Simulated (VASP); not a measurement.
# C (Fmmm) in VASP: a series of runs

C is run at these levels: PBE+D3(BJ); tasks: single point.

Everything below comes from runs of VASP 6.6.1. Logs are shortened: lines on timing, memory, paths and dates and some standing lists are left out, and cuts for length are marked.

### Step 1. The cell of the first run

It takes space group Fmmm (No. 69, orthorhombic). Conventional cell: a = 2.465 Å, b = 4.269 Å, c = 6.784 Å, α = 90.00°, β = 90.00°, γ = 90.00°. Within 1.9 Å of C (site symmetry m2m) lie 3 C at 1.42 Å.

### Step 2. Single point, PBE+D3(BJ)

The input, INCAR:

```
SYSTEM = C
PREC     = Accurate       ! precision mode
ENCUT    = 520            ! plane-wave cutoff, eV
EDIFF    = 1E-7           ! SCF threshold, eV
ISMEAR   = 0              ! smearing method
SIGMA    = 0.1            ! smearing width, eV
LREAL    = .False.        ! projectors in reciprocal space
LASPH    = .True.         ! aspherical terms in the spheres
NELM     = 80             ! most SCF steps
ALGO     = Normal         ! electronic algorithm
ISIF     = 2              ! what is computed and relaxed
LWAVE    = .False.        ! write WAVECAR
LCHARG   = .False.        ! write CHGCAR
GGA      = PE             ! functional
IVDW     = 12             ! dispersion correction
NBANDS   = 11             ! bands
ISYM     = 0
```

The input, KPOINTS:

```
Automatic mesh
0
Gamma
  15 15 10
  0 0 0
```

The input, POSCAR:

```
C
1.0
    2.4649634462      0.0000000000      0.0000000000
   -1.2324817231      2.1347209638      0.0000000000
    0.6162408615      1.0673604819      3.3921583682
C
2
Direct
    0.8333003377      0.1666996623      0.0000000000
    0.1666996623      0.8333003377      0.0000000000
```

Potentials or basis: VASP PAW PBE potentials, release 64 (C).

Started as:

```sh
cat potpaw_PBE.64/C/POTCAR > POTCAR
mpirun -np 1 vasp_std > vasp.out
```

OUTCAR:

```text
SYSTEM = C
   PREC = Accurate
   ENCUT = 520
   EDIFF = 1E-7
   ISMEAR = 0
   LREAL = .False.
   LASPH = .True.
   NELM = 80
   ISIF = 2
   GGA = PE
   IVDW = 12
   ISYM = 0
 IVDW          = 12

 ion  position               nearest neighbor table
   1  0.833  0.167  0.000-   2 1.42   2 1.42   2 1.42
   2  0.167  0.833  0.000-   1 1.42   1 1.42   1 1.42

IMPORTANT INFORMATION: All symmetrisations will be switched off!
NOSYMM: (Re-)initialisation of all symmetry stuff for point group C_1.

----------------------------------------------------------------------------------------

                                     Primitive cell

  volume of cell :      17.8496

  direct lattice vectors                    reciprocal lattice vectors
     2.464963446  0.000000000  0.000000000     0.405685529  0.234222649 -0.147398779
    -1.232481723  2.134720964  0.000000000     0.000000000  0.468445299 -0.147398779
     0.616240862  1.067360482  3.392158368     0.000000000  0.000000000  0.294797557

  length of vectors
     2.464963446  2.464963446  3.609120335     0.491087974  0.491087974  0.294797557

  position of ions in fractional coordinates (direct lattice)
     0.833300338  0.166699662  0.000000000
     0.166699662  0.833300338  0.000000000

  ion indices of the primitive-cell ions
   primitive index   ion index
                 1           1
                 2           2

----------------------------------------------------------------------------------------

 KPOINTS: Automatic mesh

Automatic generation of k-mesh.
 Grid dimensions read from file:
 generate k-points for:   15   15   10

 Generating k-lattice:

  Cartesian coordinates                     Fractional coordinates (reciprocal lattice)
     0.027045702  0.015614843 -0.009826585     0.066666667 -0.000000000  0.000000000
     0.000000000  0.031229687 -0.009826585     0.000000000  0.066666667  0.000000000
     0.000000000  0.000000000  0.029479756     0.000000000  0.000000000  0.100000000

  Length of vectors
     0.032739198  0.032739198  0.029479756

  Shift w.r.t. Gamma in fractional coordinates (k-lattice)
     0.000000000  0.000000000  0.000000000

 -----------------------------------------------------------------------------
|                                                                             |
|           W    W    AA    RRRRR   N    N  II  N    N   GGGG   !!!           |
|           W    W   A  A   R    R  NN   N  II  NN   N  G    G  !!!           |
|           W    W  A    A  R    R  N N  N  II  N N  N  G       !!!           |
|           W WW W  AAAAAA  RRRRR   N  N N  II  N  N N  G  GGG   !            |
|           WW  WW  A    A  R   R   N   NN  II  N   NN  G    G                |
|           W    W  A    A  R    R  N    N  II  N    N   GGGG   !!!           |
|                                                                             |
|     Your reciprocal lattice and k-lattice belong to different lattice       |
|     classes:                                                                |
|                                                                             |
|        The reciprocal lattice is body-centered orthorhombic,                |
|        whereas your k-lattice is base-centered monoclinic.                  |
|                                                                             |
|     Results are often still useful ...                                      |
|                                                                             |
 -----------------------------------------------------------------------------

 WARNING: IBZKPT: internal override: KBLOWUP is changed to .FALSE.
      ... skipping the blow-up phase ...

 Subroutine IBZKPT returns following result:
 ===========================================

 Found   1126 irreducible k-points:

 Following reciprocal coordinates:
            Coordinates               Weight
  0.000000  0.000000  0.000000      1.000000
  0.066667  0.000000  0.000000      2.000000
  0.133333  0.000000 -0.000000      2.000000
  0.200000  0.000000 -0.000000      2.000000
  0.266667  0.000000 -0.000000      2.000000
  0.333333 -0.000000 -0.000000      2.000000
[... 16 lines left out ...]
 -0.066667  0.066667 -0.000000      2.000000
  0.000000  0.133333  0.000000      2.000000
 [... further k-points ...]
   k-points           NKPTS =   1126   k-points in BZ     NKDIM =   1126   number of bands    NBANDS=     11
   number of dos      NEDOS =    301   number of ions     NIONS =      2
   total plane-waves  NPLWV =   9072
   dimension x,y,z NGX =    18 NGY =   18 NGZ =   28
   dimension x,y,z NGXF=    36 NGYF=   36 NGZF=   56
   ions per type =               2
   NGX,Y,Z   is equivalent  to a cutoff of  12.14, 12.14, 12.90 a.u.
   NGXF,Y,Z  is equivalent  to a cutoff of  24.28, 24.28, 25.80 a.u.
 SYSTEM =  C
   PREC   = accura    normal or accurate (medium, high low for compatibility)
   ISTART =      0    job   : 0-new  1-cont  2-samecut
   ICHARG =      2    charge: 1-file 2-atom 10-const
   ISPIN  =      1    spin polarized calculation?
   LNONCOLLINEAR =      F non collinear calculations
   LSORBIT =      F    spin-orbit coupling
   LASPH  =      T    aspherical Exc in radial PAW
   ENCUT  =  520.0 eV  38.22 Ry    6.18 a.u.   4.58  4.58  6.71*2*pi/ulx,y,z
   NELM   =     80;   NELMIN=  2; NELMDL= -5     # of ELM steps
   EDIFF  = 0.1E-06   stopping-criterion for ELM
   LREAL  =      F    real-space projection
   EDIFFG = 0.1E-05   stopping-criterion for IOM
   NSW    =      0    number of steps for IOM
   IBRION =     -1    ionic relax: 0-MD 1-quasi-New 2-CG
   NFREE  =      0    steps in history (QN), initial steepest desc. (CG)
   ISIF   =      2    stress and relaxation
   ISYM   =      0    0-nonsym 1-usesym 2-fastsym
   POTIM  = 0.5000    time-step for ionic-motion
   TEBEG  =    0.0;   TEEND  =   0.0 temperature during run
   PSTRESS=    0.0 pullay stress
   NELECT =       8.0000    total number of electrons
   NUPDOWN=      -1.0000    fix difference up-down
   EMIN   =  10.00;   EMAX   =-10.00  energy-range for DOS
   EFERMI =   0.00;   METHOD = LEGACY
   ISMEAR =     0;   SIGMA  =   0.10  broadening in eV -4-tet -1-fermi 0-gaus
   EFERMI_NEDOS =   21; number of points for ismear=-14 and -15
   IALGO  =     38    algorithm
   IMIX   =      4    mixing-type and parameters
     AMIX     =   0.40;   BMIX     =  1.00
     AMIX_MAG =   1.60;   BMIX_MAG =  1.00
  volume/ion in A,a.u.               =       8.92        60.23
  Fermi-wavevector in a.u.,A,eV,Ry     =   1.252840  2.367524 21.355812  1.569608
  Thomas-Fermi vector in A             =   2.386721
   LORBIT       =      0    0 simple, 1 ext, 2 COOP (PROOUT), +10 PAW based schemes
   GGA     = PE    functional components
   LHFCALC =     F    Hartree Fock is set to
   AEXX    =    0.0000 exact exchange contribution
   IVDW    =    12    specifies the selected vdW correction
   LEPSILON=     F    determine dielectric tensor
   LRPA    =     F    only Hartree local field effects (RPA)
 non-spin polarized calculation
 Gauss-broadening in eV      SIGMA  =   0.10
  energy-cutoff  :      520.00
  volume of cell :       17.85
 maximum number of plane-waves:       499
   NGX =  9   NGY =  9   NGZ = 13

 number of electron       8.0000000 magnetization

 Free energy of the ion-electron system (eV)
  ---------------------------------------------------
  ext. energy  EPLUGINS =         0.00000000
  ---------------------------------------------------
  free energy    TOTEN  =       -18.42315884 eV

  energy without entropy =      -18.42294574  energy(sigma->0) =      -18.42305229

 E-fermi :   4.5855     XC(G=0): -10.2454

 val. band max:        4.5676231086   @ k =  -0.3333  -0.3333   0.4000
 cond. band min:       4.6116833518   @ k =   0.3333   0.3333   0.1000
 fundamental gap:      0.0440602432
 Fermi energy:         4.5855262086

 k-point     1 :       0.0000    0.0000    0.0000
  band No.  band energies     occupation
      1     -15.0580      2.00000
      2      -2.0246      2.00000
      3       1.5717      2.00000
      4       1.5861      2.00000
      5       8.7810      0.00000
      6      12.9073      0.00000
      7      12.9823      0.00000
      8      15.9808      0.00000
      9      17.1955      0.00000
     10      27.2152      0.00000
     11      29.8878      0.00000

 k-point     2 :       0.0667    0.0000    0.0000
  band No.  band energies     occupation
      1     -14.9491      2.00000
      2      -1.9289      2.00000
      3       1.1613      2.00000
      4       1.3530      2.00000
      5       8.9625      0.00000
      6      13.0120      0.00000
      7      13.3810      0.00000
      8      15.5933      0.00000
      9      17.3957      0.00000
     10      27.5636      0.00000
     11      28.9505      0.00000

 k-point     3 :       0.1333    0.0000   -0.0000
  band No.  band energies     occupation
      1     -14.6236      2.00000
      2      -1.6411      2.00000
      3       0.0411      2.00000
      4       0.7891      2.00000
      5       9.5024      0.00000
      6      13.0336      0.00000
      7      14.5150      0.00000
      8      14.6270      0.00000
      9      18.0457      0.00000
     10      26.8305      0.00000
     11      28.5110      0.00000

 k-point     4 :       0.2000    0.0000   -0.0000
  band No.  band energies     occupation
      1     -14.0846      2.00000
      2      -1.4992      2.00000
      3      -1.1593      2.00000
      4       0.0843      2.00000
      5      10.3798      0.00000
      6      12.8873      0.00000
      7      12.9771      0.00000
      8      16.4266      0.00000
      9      19.1109      0.00000
     10      24.8396      0.00000
     11      28.9422      0.00000

 k-point     5 :       0.2667    0.0000   -0.0000
  band No.  band energies     occupation
      1     -13.3379      2.00000
      2      -3.2278      2.00000
      3      -0.6019      2.00000
      4      -0.4860      2.00000
      5      11.0639      0.00000
      6      11.6559      0.00000
      7      12.6712      0.00000
      8      18.5752      0.00000
      9      20.3373      0.00000
     10      23.2737      0.00000
     11      27.9143      0.00000
[... 211 lines left out ...]
 k-point    21 :      -0.2000    0.0667    0.0000
  band No.  band energies     occupation
      1     -14.3076      2.00000
      2      -1.2830      2.00000
      3      -0.8072      2.00000
      4       0.1767      2.00000
      5       9.8874      0.00000
      6      13.3062      0.00000
      7      13.6598      0.00000
      8      15.2871      0.00000
      9      18.8042      0.00000
     10      25.6059      0.00000
     11      28.9292      0.00000

 k-point    22 :      -0.1333    0.0667    0.0000
  band No.  band energies     occupation
      1     -14.7375      2.00000
      2      -1.6879      2.00000
      3       0.4249      2.00000
      4       0.9127      2.00000
      5       9.2199      0.00000
      6      13.1711      0.00000
      7      14.1067      0.00000
      8      14.9460      0.00000
      9      17.8013      0.00000
     10      27.8274      0.00000
     11      28.0948      0.00000

 k-point    23 :      -0.0667    0.0667   -0.0000
  band No.  band energies     occupation
      1     -14.9519      2.00000
      2      -1.9035      2.00000
      3       1.1423      2.00000
      4       1.3649      2.00000
      5       8.9095      0.00000
      6      12.9793      0.00000
      7      13.4324      0.00000
      8      15.6387      0.00000
      9      17.3690      0.00000
     10      27.5229      0.00000
     11      29.5776      0.00000

 k-point    24 :       0.0000    0.1333    0.0000
  band No.  band energies     occupation
      1     -14.6236      2.00000
      2      -1.6411      2.00000
      3       0.0411      2.00000
      4       0.7891      2.00000
      5       9.5024      0.00000
      6      13.0336      0.00000
      7      14.5150      0.00000
      8      14.6270      0.00000
      9      18.0457      0.00000
     10      26.8305      0.00000
     11      28.5110      0.00000

 [... further k-points ...]

------------------------ aborting loop because EDIFF is reached ----------------------------------------

 Edisp (eV)   -0.30857

 E8    (eV) :    -0.0873

  FORCE on cell =-STRESS in cart. coord.  units (eV):
  Direction    XX          YY          ZZ          XY          YZ          ZX
  --------------------------------------------------------------------------------------
  -------------------------------------------------------------------------------------
  Total       0.06316     0.09165    -0.00544     0.02467     0.00079     0.00046
  in kB       5.66959     8.22689    -0.48834     2.21444     0.07121     0.04112
  external pressure =        4.47 kB  Pullay stress =        0.00 kB

 VOLUME and BASIS-vectors are now :
 -----------------------------------------------------------------------------
  energy-cutoff  :      520.00
  volume of cell :       17.85
      direct lattice vectors                 reciprocal lattice vectors
     2.464963446  0.000000000  0.000000000     0.405685529  0.234222649 -0.147398779
    -1.232481723  2.134720964  0.000000000     0.000000000  0.468445299 -0.147398779
     0.616240862  1.067360482  3.392158368     0.000000000  0.000000000  0.294797557

 POSITION                                       TOTAL-FORCE (eV/Angst)
 -----------------------------------------------------------------------------------
      1.84860      0.35586      0.00000         0.008882     -0.005129     -0.000000
     -0.61612      1.77886      0.00000        -0.008882      0.005129      0.000000
 -----------------------------------------------------------------------------------
    total drift:                                0.000000      0.000000      0.000000

  FREE ENERGIE OF THE ION-ELECTRON SYSTEM (eV)
  ---------------------------------------------------
  free  energy   TOTEN  =       -18.7317291732 eV

  energy  without entropy=      -18.7315160700  energy(sigma->0) =      -18.73162262
```

Run time: 4.6 min. Hardware: 1 thread of AMD EPYC 7R13, shared host; peak memory 0.25 GiB.

Results:

```
Free energy                : -18.7317 eV
Pressure                   : 0.4 GPa
Largest force              : 0.010 eV/Å
Band gap on the k mesh     : 0.04 eV, indirect (least direct gap 0.08 eV)
Dispersion energy per atom : -0.154 eV
```

Forces on the atoms (eV/Å):
```
C    0.009 -0.005  0.000
C   -0.009  0.005  0.000
```

Levels at points of the mesh, in eV from the valence-band top:
| k point | band 2 | band 3 | band 4 | band 5 | band 6 | band 7 |
| --- | --- | --- | --- | --- | --- | --- |
| (0.00, 0.00, 0.00) | -6.59 | -3.00 | -2.98 | 4.21 | 8.34 | 8.41 |
| (0.00, 0.00, 0.50) | -8.45 | -3.01 | -2.99 | 8.32 | 8.37 | 10.32 |

A k mesh can miss the band edges.

(Part 1 of 2 ends here.)
